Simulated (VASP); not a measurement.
The system is ZnCu.

```
Zn Cu
1.0
     2.94500    0.00000    0.00000
     0.00000    2.94500    0.00000
     0.00000    0.00000    2.94500
Zn Cu
1 1
Direct
  0.51110 0.50424 0.49528
  0.97717 0.99097 0.00355
```

This cell differs from its parent crystal: atoms moved at random.

Base run:

```yaml
Program: VASP 6.6.1
Functional: PBE
Potentials_or_basis: VASP PAW PBE potentials, release 64 (Zn, Cu)
Cutoff: 520 eV
k_mesh: 9 × 9 × 9
Occupations: fermi-dirac, width 0.05 eV
Spin: no spin polarisation
```

Its results: pressure 3.6 GPa; largest force 0.550 eV/Å.

Problem. The run is repeated on the same cell with these changes: functional from PBE to PBEsol. What comes out?

Solution. Pressure -3.1 GPa; largest force 0.508 eV/Å.

PBEsol binds more tightly than PBE, so the same cell stands under less pressure.

Caveats: the PAW data sets were made with another functional, which shifts forces and pressure a little (some runs).
